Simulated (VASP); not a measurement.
Here is a VASP 6.6.1 calculation.

File INCAR:

```
PREC = Accurate ; ENCUT = 520
EDIFF = 1E-7 ; ISMEAR = 0
SIGMA = 0.1 ; LREAL = F
LASPH = T ; NELM = 60
ALGO = Normal ; ISIF = 2
LWAVE = F ; LCHARG = F
GGA = PS ; NBANDS = 23
```

KPOINTS

```
Automatic mesh
0
Gamma
  18 18 10
```

The input POSCAR:

```
HfN
1.0
    3.0651531582      0.0000000000      0.0000000000
   -1.5325765791      2.6545005015      0.0000000000
    0.0000000000      0.0000000000      5.4556271601
Hf N
2 2
Direct
    0.6666666667      0.3333333333      0.7500000000
    0.3333333333      0.6666666667      0.2500000000
    0.0000000000      0.0000000000      0.0000000000
    0.0000000000      0.0000000000      0.5000000000
```

Potentials or basis: VASP PAW PBE potentials, release 64 (Hf_pv, N).

Run with:

```bash
$ cat potpaw_PBE.64/Hf_pv/POTCAR potpaw_PBE.64/N/POTCAR > POTCAR
$ mpirun -np 1 vasp_std > vasp.out
```

Estimate the band gap on the k mesh.

zero (bands 15 and 16 overlap by 2.27 eV).

Estimate the pressure.

6.2 GPa.

Stress tensor (GPa, compression positive):
```
10.89  0.00  0.00
 0.00 10.89  0.00
 0.00  0.00 -3.06
```

Caveat: the cell differs from its parent crystal (biaxial strain in the a-b plane: -2.0 %); the stress differs along the axes, from -3 to 11 GPa; the PAW data sets were made with another functional, which shifts forces and pressure a little; spin-orbit coupling is left out, which moves the levels of the heavy elements.
